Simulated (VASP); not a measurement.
Set up this calculation in VASP 6.6.1, as the native input.

```
Task                   : single point
Functional             : PBE
Potentials or basis    : VASP PAW PBE potentials, release 64 (As)
Cutoff                 : 520 eV
k mesh                 : 9 × 9 × 9
Occupations            : gaussian, width 0.1 eV
Spin                   : no spin polarisation
Dipole correction      : no
Further INCAR settings : ALGO = Normal; EDIFF = 1e-06; NBANDS = 18
```

The structure of As lies in POSCAR:

```
As
1.0
    1.8050605484      1.0421521935     11.4263329869
   -1.8050605484      1.0421521935     11.4263329869
    0.0000000000     -2.0843043871     11.4263329869
As
4
Direct
    0.0682070465      0.0682070465      0.0682070465
    0.9317929535      0.9317929535      0.9317929535
    0.2245718719      0.2245718719      0.2245718719
    0.7754281281      0.7754281281      0.7754281281
```

These files were run (other wordings do the same):

INCAR

```
PREC = Accurate ; ENCUT = 520
EDIFF = 1E-6 ; ISMEAR = 0
SIGMA = 0.1 ; LREAL = False
LASPH = True ; NELM = 80
ALGO = Normal ; ISIF = 2
LWAVE = False ; LCHARG = True
GGA = PE ; LELF = True
LVHAR = True ; NBANDS = 18
```

KPOINTS

```
Automatic mesh
0
Gamma
  9 9 9
```

Potentials or basis: VASP PAW PBE potentials, release 64 (As).

The run is started by

```bash
$ cat potpaw_PBE.64/As/POTCAR > POTCAR
$ mpirun -np 1 vasp_std > vasp.out
```

Results of the run:

* Pressure: 0.2 GPa
* Largest force: 0.080 eV/Å
* Band gap on the k mesh: 1.05 eV (least direct gap 1.44 eV)

Caveat: an odd mesh through Γ misses points on the zone boundary, where band edges can lie.

Run time: 26 min on 1 thread of Intel(R) Xeon(R) 6975P-C (Granite Rapids) (shared host), peak memory 1.3 GiB.
